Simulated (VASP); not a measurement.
Write the native input for VASP 6.6.1 that does the following.

| Item | Value |
| --- | --- |
| Task | single point |
| Functional | LDA |
| Potentials or basis | VASP PAW LDA potentials, release 64 (Li_sv, F) |
| Cutoff | 520 eV |
| k mesh | 9 × 9 × 6 |
| Occupations | gaussian, width 0.05 eV |
| Spin | no spin polarisation |
| Dipole correction | no |
| Further INCAR settings | ALGO = Normal; EDIFF = 1e-07; NBANDS = 18 |

The structure of LiF lies in POSCAR:

```
LiF
1.0
    2.9680706168      0.0000000000      0.0000000000
   -1.4840353084      2.5704245544      0.0000000000
    0.0000000000      0.0000000000      4.8557635292
Li F
2 2
Direct
    0.3333333333      0.6666666667      0.4120529761
    0.6666666667      0.3333333333      0.9120529761
    0.3333333333      0.6666666667      0.9910195924
    0.6666666667      0.3333333333      0.4910195924
```

This cell differs from its parent crystal: atoms shifted along a free coordinate, c/a of the conventional cell at fixed volume 1.6360.

One way to write it, as run:

INCAR

```
  PREC = Accurate
  ENCUT = 520
  EDIFF = 1E-7
  ISMEAR = 0
  SIGMA = 0.05
  LREAL = F
  LASPH = T
  NELM = 60
  ALGO = Normal
  ISIF = 2
  LWAVE = F
  LCHARG = F
  NBANDS = 18
```

KPOINTS

```
Automatic mesh
0
Gamma
  9 9 6
```

Potentials or basis: VASP PAW LDA potentials, release 64 (Li_sv, F).

Command:

```console
$ cat potpaw_LDA.64/Li_sv/POTCAR potpaw_LDA.64/F/POTCAR > POTCAR
$ mpirun -np 1 vasp_std > vasp.out
```

Results of the run:

```
Largest force          : 0.423 eV/Å
Band gap on the k mesh : 7.74 eV
```

Caveat: an odd mesh through Γ misses points on the zone boundary, where band edges can lie.

It took 28 s on 1 thread of Intel Xeon 8259CL, with other jobs on the host, peak memory 0.14 GiB.
